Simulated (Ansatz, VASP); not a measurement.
# Two plane-wave programs on FeCo3

```
Fe Co
1.0
    -3.53644    3.53644    0.00000
     0.00000    3.53644   -3.53644
    -3.53644    0.00000   -3.53644
Fe Co
2 6
Direct
  0.50000 0.50000 0.50000
  0.00000 0.00000 0.00000
  0.00000 0.50000 0.50000
  0.50000 0.00000 0.00000
  0.00000 0.00000 0.50000
  0.50000 0.50000 0.00000
  0.50000 0.00000 0.50000
  0.00000 0.50000 0.00000
```

Alike in both runs: functional r2SCAN; k mesh 8 × 8 × 8; occupations gaussian, width 0.1 eV; collinear spin.

Ansatz relaxed the structure, and its values are those at the end. VASP's run is a single point on that final structure, the one shown.

```csv
,VASP,Ansatz
version,VASP 6.6.1,Ansatz 0.2.0
potentials or method,"VASP PAW PBE potentials, release 64 (Fe, Co), cutoff 520 eV","scalar-relativistic, plane waves, PAW"
valence electrons in the cell,70,134
```

Ansatz gave:

- gap on the k mesh at the Fermi level (eV): none
- pressure (GPa): -0.1
- net moment per atom (μB): 2.03
- size of the moment on the site where the two differ most (μB): 1.89

Problem. What did VASP give for the same quantities?

Solution. gap on the k mesh at the Fermi level (eV): none; pressure (GPa): -0.1; net moment per atom (μB): 2.03; size of the moment on the site where the two differ most (μB): 1.82.

VASP's potentials were made for PBE, not for r2SCAN. Site moments also hang on the region over which each program counts them. A gap of «none» marks a metal or a gap that the smearing closes. VASP's potentials hold 70 valence electrons a cell and Ansatz's 134, so a difference there can come from the potentials and not from the codes.
